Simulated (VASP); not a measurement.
Input of a VASP 6.6.1 run:

Contents of INCAR:

```
PREC = Accurate
ENCUT = 520
EDIFF = 1E-7
ISMEAR = -1
SIGMA = 0.1
LREAL = False
LASPH = True
NELM = 60
ALGO = Normal
ISIF = 2
LWAVE = False
LCHARG = True
GGA = B5
ALDAX = 1.0
AGGAX = 1.0
AGGAC = 1.0
ALDAC = 0.0
LELF = True
LVHAR = True
NBANDS = 12
```

The input KPOINTS:

```
Automatic mesh
0
Gamma
  12 12 12
```

File POSCAR:

```
Y
1.0
    0.0000000000      2.6562773494      2.6562773494
    2.6562773494      0.0000000000      2.6562773494
    2.6562773494      2.6562773494      0.0000000000
Y
1
Direct
    0.0000000000      0.0000000000      0.0000000000
```

Potentials or basis: VASP PAW PBE potentials, release 64 (Y_sv).

Run with:

```sh
$ cat potpaw_PBE.64/Y_sv/POTCAR > POTCAR
$ mpirun -np 1 vasp_std > vasp.out
```

Question: Predict the pressure.

Answer: -3.5 GPa.

Caveat: the PAW data sets were made with another functional, which shifts forces and pressure a little.
